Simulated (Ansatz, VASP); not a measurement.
Rh in VASP and in Ansatz

```
Rh
1.0
     2.72478    0.00000    0.00000
    -1.36239    2.35973    0.00000
     0.00000    0.00000   13.15499
Rh
6
Cartesian
  0.0000 0.0000 0.0000
  0.0000 1.5732 2.1925
  1.3624 0.7866 4.3850
  0.0000 0.0000 6.5775
  1.3624 0.7866 8.7700
  0.0000 1.5732 10.9625
```

Alike in both runs: task relaxation of cell and atoms; functional PBE; k mesh 18 × 18 × 4; occupations gaussian, width 0.1 eV; no spin polarisation.

|  | VASP | Ansatz |
| --- | --- | --- |
| version | VASP 6.6.1 | Ansatz 0.2.0 |
| potentials or method | VASP PAW PBE potentials, release 64 (Rh_pv), cutoff 600 eV | scalar-relativistic, plane waves, PAW |
| valence electrons in the cell | 90 | 102 |

```tsv
	VASP	Ansatz	Ansatz less VASP
gap on the k mesh at the Fermi level, each at its own relaxed structure (eV)	none	none	-
relaxed volume (Å³/atom)	14.06	14.06	+0.004
relaxed cell length with the largest relative difference (Å)	2.709	2.709	+0.0003
```

A gap of «none» marks a metal or a gap that the smearing closes. VASP's potentials hold 90 valence electrons a cell and Ansatz's 102, so a difference there can come from the potentials and not from the codes.
